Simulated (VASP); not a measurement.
A run of VASP 6.6.1 is set up as follows.

Contents of INCAR:

```
ALGO = Fast ; EDIFF = 1E-6
ENCUT = 520 ; GGA = PE
ISIF = 2 ; ISMEAR = 0
LASPH = True ; LCHARG = True
LELF = True ; LREAL = False
LVHAR = True ; LWAVE = False
NBANDS = 11 ; NELM = 100
PREC = Accurate ; SIGMA = 0.05
```

File KPOINTS:

```
k-points
0
Gamma
  20 20 20
```

The input POSCAR:

```
Pd
1.0
    0.0000000000      1.9707693755      1.9707693755
    1.9707693755      0.0000000000      1.9707693755
    1.9707693755      1.9707693755      0.0000000000
Pd
1
Direct
    0.0000000000      0.0000000000      0.0000000000
```

Potentials or basis: VASP PAW PBE potentials, release 64 (Pd).

Run with:

```bash
$ cat potpaw_PBE.64/Pd/POTCAR > POTCAR
$ mpirun -np 1 vasp_std > vasp.out
```

Task: Predict the pressure.

Result: -0.3 GPa.

Task: What does it give for the band gap on the k mesh?

Result: Zero (bands 5 and 6 overlap by 1.49 eV).
